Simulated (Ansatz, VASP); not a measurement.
## Two plane-wave programs on HgTe

Contents of POSCAR:

```
HgTe
1.0
    0.0000000000      3.3536675616      3.3536675616
    3.3536675616      0.0000000000      3.3536675616
    3.3536675616      3.3536675616      0.0000000000
Hg Te
1 1
Direct
    0.0000000000      0.0000000000      0.0000000000
    0.2500000000      0.2500000000      0.2500000000
```

The input INCAR.step1:

```
SYSTEM = HgTe
PREC = Accurate
ENCUT = 520
ISMEAR = -1
SIGMA = 0.02
LREAL = .FALSE.
LASPH = .TRUE.
NELM = 80
NBANDS = 16
GGA = PE
ALGO = Normal
EDIFF = 1E-4
LWAVE = .TRUE.
LCHARG = .FALSE.
```

Contents of INCAR.step2:

```
SYSTEM = HgTe
PREC = Accurate
ENCUT = 520
EDIFF = 1E-7
ISMEAR = -1
SIGMA = 0.02
LREAL = .FALSE.
LASPH = .TRUE.
NELM = 80
ALGO = Normal
ISIF = 2
LWAVE = .FALSE.
LCHARG = .TRUE.
METAGGA = R2SCAN
LMIXTAU = .TRUE.
LELF = .TRUE.
LVHAR = .TRUE.
NBANDS = 16
ISTART = 1
```

Contents of KPOINTS:

```
Automatic mesh
0
G
  6 6 6
  0 0 0
```

Input for Ansatz:

```yaml
crystal:
  lattice:
    - [0.0, 3.3536675616, 3.3536675616]
    - [3.3536675616, 0.0, 3.3536675616]
    - [3.3536675616, 3.3536675616, 0.0]
  atoms:
    - { symbol: Hg, position: [0.0, 0.0, 0.0] }
    - { symbol: Te, position: [0.25, 0.25, 0.25] }
kpoints:
  mp_grid: { grid: [6, 6, 6] }
hamiltonian:
  xc: r2scan
scf:
  occupations: { method: fermi_dirac, width: 0.02 }
  n_extra_bands: 4
output:
  forces: true
  stress: true
  eigenvalues: true
```

Alike in both runs: task single point; functional r2SCAN; k mesh 6 × 6 × 6; occupations fermi-dirac, width 0.02 eV; no spin polarisation.

|  | VASP | Ansatz |
| --- | --- | --- |
| version | VASP 6.6.1 | Ansatz 0.2.0 |
| potentials or method | VASP PAW PBE potentials, release 64 (Hg, Te) | plane waves, PAW |
| plane-wave cutoff (eV) | 520 | 500 |
| valence electrons in the cell | 18 | 36 |

```tsv
	VASP	Ansatz	Ansatz less VASP
pressure (GPa)	-2.0	-2.0	-0.04
```

VASP's potentials were made for PBE, not for r2SCAN. VASP's potentials hold 18 valence electrons a cell and Ansatz's 36, so a difference there can come from the potentials and not from the codes.

Neither program's run includes spin-orbit coupling.
